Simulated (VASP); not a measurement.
Input of a VASP 6.6.1 run:

INCAR

```
PREC     = Accurate       # precision mode
ENCUT    = 520            # plane-wave cutoff, eV
EDIFF    = 1E-6           # SCF threshold, eV
ISMEAR   = 0              # smearing method
SIGMA    = 0.01           # smearing width, eV
LREAL    = F              # projectors in reciprocal space
LASPH    = T              # aspherical terms in the spheres
NELM     = 60             # most SCF steps
ALGO     = Normal         # electronic algorithm
ISIF     = 2              # what is computed and relaxed
LWAVE    = F              # write WAVECAR
LCHARG   = F              # write CHGCAR
GGA      = PS             # functional
NBANDS   = 28             # bands
```

KPOINTS

```
Automatic mesh
0
Gamma
  6 6 4
```

The input POSCAR:

```
La2O3
1.0
    4.0576639677      0.0000000000      0.0000000000
   -2.0288319838      3.5140394519      0.0000000000
    0.0000000000      0.0000000000      6.3092485808
La O
2 3
Direct
    0.6666666667      0.3333333333      0.7537640000
    0.3333333333      0.6666666667      0.2462360000
    0.6666666667      0.3333333333      0.3541090000
    0.3333333333      0.6666666667      0.6458910000
    0.0000000000      0.0000000000      0.0000000000
```

Potentials or basis: VASP PAW PBE potentials, release 64 (La, O).

Command:

```sh
$ cat potpaw_PBE.64/La/POTCAR potpaw_PBE.64/O/POTCAR > POTCAR
$ mpirun -np 1 vasp_std > vasp.out
```

Q: Estimate the pressure.

A: -13.1 GPa.

Q: Predict the largest force.

A: 0.724 eV/Å.

Q: Estimate the band gap on the k mesh.

A: 3.65 eV, indirect (least direct gap 3.86 eV).

Stress tensor (GPa, compression positive):
```
-14.02   0.00   0.00
  0.00 -14.02   0.00
  0.00   0.00 -11.13
```

Caveat: the PAW data sets were made with another functional, which shifts forces and pressure a little; spin-orbit coupling is left out, which moves the levels of the heavy elements. A k mesh can miss the band edges.
